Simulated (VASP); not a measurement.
# AlN (P6_3mc) in VASP: settings compared, part 2 of 2

VASP 6.6.1.

## (4) Single point, PBE (strain +3.0%)

Contents of INCAR:

```
SYSTEM = AlN
PREC = Accurate
ENCUT = 520
EDIFF = 1E-7
ISMEAR = -1
SIGMA = 0.02
LREAL = .FALSE.
LASPH = .TRUE.
NELM = 100
ALGO = Normal
ISIF = 2
LWAVE = .FALSE.
LCHARG = .TRUE.
GGA = PE
LELF = .TRUE.
LVHAR = .TRUE.
NBANDS = 16
```

Contents of KPOINTS:

```
Automatic mesh
0
G
  12 12 6
  0 0 0
```

Contents of POSCAR:

```
AlN
1.0
    3.1998945732      0.0000000000      0.0000000000
   -1.5999472866      2.7711899898      0.0000000000
    0.0000000000      0.0000000000      5.1279492955
Al N
2 2
Direct
    0.3333333333      0.6666666667     -0.0029868367
    0.6666666667      0.3333333333      0.4970131633
    0.3333333333      0.6666666667      0.3779868367
    0.6666666667      0.3333333333      0.8779868367
```

Potentials or basis: VASP PAW PBE potentials, release 64 (Al, N).

The run is started by

```bash
$ cat potpaw_PBE.64/Al/POTCAR potpaw_PBE.64/N/POTCAR > POTCAR
$ mpirun -np 1 vasp_std > vasp.out
```

OUTCAR:

```text
SYSTEM = AlN
   PREC = Accurate
   ENCUT = 520
   EDIFF = 1E-7
   ISMEAR = -1
   LREAL = .FALSE.
   LASPH = .TRUE.
   NELM = 100
   ISIF = 2
   GGA = PE

 ion  position               nearest neighbor table
   1  0.333  0.667  0.997-   4 1.95   4 1.95   4 1.95   3 1.95   2 3.16   2 3.16   2 3.16   2 3.16
                             2 3.16   2 3.16
   2  0.667  0.333  0.497-   3 1.95   3 1.95   3 1.95   4 1.95   1 3.16   1 3.16   1 3.16   1 3.16
                             1 3.16   1 3.16
   3  0.333  0.667  0.378-   2 1.95   2 1.95   2 1.95   1 1.95
   4  0.667  0.333  0.878-   1 1.95   1 1.95   1 1.95   2 1.95

  LATTYP: Found a hexagonal cell.
 ALAT       =     3.1998945732
 C/A-ratio  =     1.6025369518

  Lattice vectors:

 A1 = (   3.1998945732,   0.0000000000,   0.0000000000)
 A2 = (  -1.5999472866,   2.7711899898,   0.0000000000)
 A3 = (   0.0000000000,   0.0000000000,   5.1279492955)

Analysis of symmetry for initial positions (statically):
=====================================================================
[... 173 lines left out ...]
  ---------------------------------------------------
  free energy    TOTEN  =       -29.67069819 eV

  energy without entropy =      -29.67069819  energy(sigma->0) =      -29.67069819

 E-fermi :   5.7516     XC(G=0): -10.5461

 val. band max:        5.3514247452   @ k =   0.0000   0.0000   0.0000
 cond. band min:       8.8407204029   @ k =   0.0000   0.0000   0.0000
 fundamental gap:      3.4892956578
 Fermi energy:         5.7516033590

 k-point     1 :       0.0000    0.0000    0.0000
  band No.  band energies     occupation
      1      -9.3296      2.00000
      2      -7.4383      2.00000
      3      -0.2647      2.00000
      4       4.5467      2.00000
      5       4.5467      2.00000
      6       5.1736      2.00000
[... 433 lines left out ...]
      3       0.7202      2.00000
      4       1.6058      2.00000
      5       2.2039      2.00000
      6       3.6957      2.00000
[... 8 lines left out ...]
     15      16.9557      0.00000
     16      18.8226      0.00000

 [... further k-points ...]
[... 5 lines left out ...]
  --------------------------------------------------------------------------------------
  -------------------------------------------------------------------------------------
  Total       -3.3482468     -3.3482468     -3.0296734      0.0000000     -0.0000000     -0.0000000
  in kB     -117.9729264   -117.9729264   -106.7482333      0.0000000     -0.0000000     -0.0000000
  external PRESSURE =    -114.2313621 kB  Pullay stress =       0.0000000 kB

 VOLUME and BASIS-vectors are now :
 -----------------------------------------------------------------------------
  energy-cutoff  :      520.00
  volume of cell :       45.47
      direct lattice vectors                 reciprocal lattice vectors
     3.199894573  0.000000000  0.000000000     0.312510296  0.180427903  0.000000000
    -1.599947287  2.771189990  0.000000000     0.000000000  0.360855807  0.000000000
     0.000000000  0.000000000  5.127949295     0.000000000  0.000000000  0.195009729

 POSITION                                       TOTAL-FORCE (eV/Angst)
 -----------------------------------------------------------------------------------
     -0.00000      1.84746      5.11263         0.000000      0.000000     -0.009263
      1.59995      0.92373      2.54866        -0.000000      0.000000     -0.009263
     -0.00000      1.84746      1.93830        -0.000000      0.000000      0.009263
      1.59995      0.92373      4.50227         0.000000     -0.000000      0.009263
 -----------------------------------------------------------------------------------
    total drift:                                0.000000      0.000000     -0.001022

  FREE ENERGIE OF THE ION-ELECTRON SYSTEM (eV)
  ---------------------------------------------------
  free  energy   TOTEN  =       -29.6706981941 eV

  energy  without entropy=      -29.6706981941  energy(sigma->0) =      -29.67069819
```

OSZICAR:

```text
N       E                     dE             d eps       ncg     rms          rms(c)
DAV:   1     0.418526512100E+02    0.41853E+02   -0.70872E+03  2432   0.879E+02
DAV:   2    -0.303396360793E+02   -0.72192E+02   -0.65861E+02  3384   0.183E+02
DAV:   3    -0.340987813702E+02   -0.37591E+01   -0.37479E+01  3096   0.433E+01
DAV:   4    -0.341237067595E+02   -0.24925E-01   -0.24924E-01  2968   0.399E+00
DAV:   5    -0.341240534656E+02   -0.34671E-03   -0.34670E-03  3144   0.473E-01    0.117E+01
DAV:   6    -0.296515135149E+02    0.44725E+01   -0.10753E+01  2952   0.232E+01    0.399E+00
DAV:   7    -0.296829897109E+02   -0.31476E-01   -0.59832E-01  2560   0.549E+00    0.283E+00
DAV:   8    -0.296761369252E+02    0.68528E-02   -0.70678E-02  2640   0.246E+00    0.720E-01
DAV:   9    -0.296700966549E+02    0.60403E-02   -0.13351E-02  3200   0.857E-01    0.271E-01
DAV:  10    -0.296708048753E+02   -0.70822E-03   -0.27811E-03  2648   0.329E-01    0.157E-01
DAV:  11    -0.296706949489E+02    0.10993E-03   -0.21459E-04  2864   0.112E-01    0.394E-02
DAV:  12    -0.296706984045E+02   -0.34556E-05   -0.15188E-05  2656   0.309E-02    0.720E-03
DAV:  13    -0.296706982058E+02    0.19867E-06   -0.53280E-06  2952   0.173E-02    0.608E-03
DAV:  14    -0.296706981941E+02    0.11672E-07   -0.40759E-07  2760   0.541E-03
   1 F= -.29670698E+02 E0= -.29670698E+02  d E =-.411056E-11
```

It took 36 s on 1 thread of Intel Xeon Platinum 8259CL at 2.50GHz (Skylake/Cascade Lake), shared host; peak memory 0.18 GiB.

What came out:

| Property | Result |
| --- | --- |
| Free energy | -29.6707 eV |
| Pressure | -11.4 GPa |
| Largest force | 0.009 eV/Å |
| Band gap on the k mesh | 3.49 eV, direct |

Forces on the atoms (eV/Å):
```
Al   0.000  0.000 -0.009
Al   0.000  0.000 -0.009
N    0.000  0.000  0.009
N    0.000  0.000  0.009
```

Levels at points of the mesh, in eV from the valence-band top:
```csv
k point,band 6,band 7,band 8,band 9,band 10,band 11
"(0.00, 0.00, 0.00)",-0.18,-0.18,0.00,3.49,5.95,9.94
"(0.50, 0.00, 0.00)",-1.96,-1.65,-0.65,5.54,5.62,7.47
"(0.00, 0.00, 0.50)",-0.50,-0.50,-0.50,5.76,5.76,9.65
"(0.50, 0.00, 0.50)",-1.37,-1.28,-1.28,5.03,5.03,8.74
```

Caveat: the cell differs from its parent crystal (strain +3.0%). A k mesh can miss the band edges.

## (5) Single point, r2SCAN (strain -1.5%)

Contents of POSCAR:

```
AlN
1.0
    3.0600933540      0.0000000000      0.0000000000
   -1.5300466770      2.6501185825      0.0000000000
    0.0000000000      0.0000000000      4.9039126757
Al N
2 2
Direct
    0.3333333333      0.6666666667     -0.0034405326
    0.6666666667      0.3333333333      0.4965594674
    0.3333333333      0.6666666667      0.3784405326
    0.6666666667      0.3333333333      0.8784405326
```

Contents of INCAR.step1:

```
SYSTEM = AlN
PREC = Accurate
ENCUT = 520
ISMEAR = 0
SIGMA = 0.01
LREAL = .FALSE.
LASPH = .TRUE.
NELM = 100
NBANDS = 16
GGA = PE
ALGO = Normal
EDIFF = 1E-4
LWAVE = .TRUE.
LCHARG = .FALSE.
```

Contents of INCAR.step2:

```
SYSTEM = AlN
PREC = Accurate
ENCUT = 520
EDIFF = 1E-7
ISMEAR = 0
SIGMA = 0.01
LREAL = .FALSE.
LASPH = .TRUE.
NELM = 100
ALGO = Normal
ISIF = 2
LWAVE = .FALSE.
LCHARG = .FALSE.
METAGGA = R2SCAN
LMIXTAU = .TRUE.
NBANDS = 16
ISTART = 1
```

Contents of KPOINTS:

```
regular mesh
0
G
  12 12 6
  0 0 0
```

The run is started by

```bash
$ cat potpaw_PBE.64/Al/POTCAR potpaw_PBE.64/N/POTCAR > POTCAR
$ cp INCAR.step1 INCAR
$ mpirun -np 1 vasp_std > vasp.out
$ cp INCAR.step2 INCAR
$ mpirun -np 1 vasp_std > vasp.out
```

Wall time 2 min (1 thread of Intel Xeon Platinum 8259CL at 2.50GHz (Skylake/Cascade Lake), shared host); peak memory 0.18 GiB.

Results (log left out):

```yaml
Free_energy: -38.4010 eV
Pressure: 10.1 GPa
Band_gap_on_the_k_mesh: 5.34 eV, direct
```

Stress tensor (GPa, compression positive):
```
10.40  0.00  0.00
 0.00 10.40  0.00
 0.00  0.00  9.42
```

Levels at points of the mesh, in eV from the valence-band top:
| k point | band 6 | band 7 | band 8 | band 9 | band 10 | band 11 |
| --- | --- | --- | --- | --- | --- | --- |
| (0.00, 0.00, 0.00) | -0.24 | -0.24 | 0.00 | 5.34 | 7.96 | 12.01 |
| (0.50, 0.00, 0.00) | -2.21 | -1.84 | -0.73 | 6.55 | 6.73 | 9.47 |
| (0.00, 0.00, 0.50) | -0.59 | -0.59 | -0.59 | 7.68 | 7.68 | 11.71 |
| (0.50, 0.00, 0.50) | -1.55 | -1.44 | -1.44 | 6.16 | 6.16 | 10.44 |

Caveat: the cell differs from its parent crystal (strain -1.5%); the PAW data sets were made with another functional, which shifts forces and pressure a little.

## (6) Single point, r2SCAN

This run uses another cell than the first one, of 10.40 Å³/atom, 1.046 times its volume.

Contents of POSCAR:

```
AlN
1.0
    3.1066937604      0.0000000000      0.0000000000
   -1.5533468802      2.6904757183      0.0000000000
    0.0000000000      0.0000000000      4.9785915490
Al N
2 2
Direct
    0.3333333333      0.6666666667     -0.0032954727
    0.6666666667      0.3333333333      0.4967045273
    0.3333333333      0.6666666667      0.3782954727
    0.6666666667      0.3333333333      0.8782954727
```

Contents of INCAR.step1:

```
PREC = Accurate
ENCUT = 520
ISMEAR = 0
SIGMA = 0.01
LREAL = False
LASPH = True
NELM = 60
NBANDS = 16
GGA = PE
ALGO = Normal
EDIFF = 1E-4
LWAVE = True
LCHARG = False
```

Contents of INCAR.step2:

```
PREC = Accurate
ENCUT = 520
EDIFF = 1E-6
ISMEAR = 0
SIGMA = 0.01
LREAL = False
LASPH = True
NELM = 60
ALGO = Normal
ISIF = 2
LWAVE = False
LCHARG = True
METAGGA = R2SCAN
LMIXTAU = True
LELF = True
LVHAR = True
NBANDS = 16
ISTART = 1
```

Contents of KPOINTS:

```
Automatic mesh
0
Gamma
  12 12 6
```

Potentials or basis: VASP PAW PBE potentials, release 64 (Al, N).

The run is started by

```bash
$ cat potpaw_PBE.64/Al/POTCAR potpaw_PBE.64/N/POTCAR > POTCAR
$ cp INCAR.step1 INCAR
$ mpirun -np 1 vasp_std > vasp.out
$ cp INCAR.step2 INCAR
$ mpirun -np 1 vasp_std > vasp.out
```

Run time: 2 min. Hardware: 1 thread of Intel Xeon Platinum 8259CL at 2.50GHz (Skylake/Cascade Lake), shared host; peak memory 0.18 GiB.

It converged, with:

```yaml
Free_energy: -38.4568 eV
Pressure: -0.4 GPa
Band_gap_on_the_k_mesh: 4.92 eV, direct
```

Forces on the atoms (eV/Å):
```
Al   0.000  0.000 -0.002
Al   0.000  0.000 -0.002
N    0.000  0.000  0.002
N    0.000  0.000  0.002
```

Levels at points of the mesh, in eV from the valence-band top:
```tsv
k point	band 5	band 6	band 7	band 8	band 9	band 10	band 11	band 12
(0.00, 0.00, 0.00)	-0.88	-0.22	-0.22	0.00	4.92	7.54	11.62	12.04
(0.50, 0.00, 0.00)	-3.39	-2.14	-1.77	-0.71	6.45	6.56	9.05	11.26
(0.00, 0.00, 0.50)	-0.56	-0.56	-0.56	-0.56	7.26	7.26	11.32	11.32
(0.50, 0.00, 0.50)	-1.50	-1.50	-1.39	-1.39	6.00	6.00	10.15	10.15
```

Caveat: the PAW data sets were made with another functional, which shifts forces and pressure a little.

## (7) Overview

| level | cell | smearing | gap on the mesh (eV) | pressure (GPa) | largest force (eV/Å) |
| --- | --- | --- | --- | --- | --- |
| PBE | a = 3.060, b = 3.060, c = 4.904 Å, angles 90.0, 90.0, 120.0°, 4 atoms | fermi-dirac 0.02 eV | 4.65 | 14.9 | 0.01 |
| PBE | a = 3.107, b = 3.107, c = 4.979 Å, angles 90.0, 90.0, 120.0°, 4 atoms | fermi-dirac 0.02 eV | 4.24 | 4.4 | 0.01 |
| PBE | a = 3.200, b = 3.200, c = 5.128 Å, angles 90.0, 90.0, 120.0°, 4 atoms | fermi-dirac 0.02 eV | 3.49 | -11.4 | 0.01 |
| r2SCAN | a = 3.060, b = 3.060, c = 4.904 Å, angles 90.0, 90.0, 120.0°, 4 atoms | gaussian 0.01 eV | 5.34 | 10.1 | - |
| r2SCAN | a = 3.107, b = 3.107, c = 4.979 Å, angles 90.0, 90.0, 120.0°, 4 atoms | gaussian 0.01 eV | 4.92 | -0.4 | - |

Alike in all rows: task single point; potentials or basis VASP PAW PBE potentials, release 64 (Al, N); no spin polarisation; k mesh 12 × 12 × 6; cutoff (eV) 520.

Caveats: the PAW data sets were made with another functional, which shifts forces and pressure a little (some runs).

Absolute energies hang on the potentials; compare differences alone.
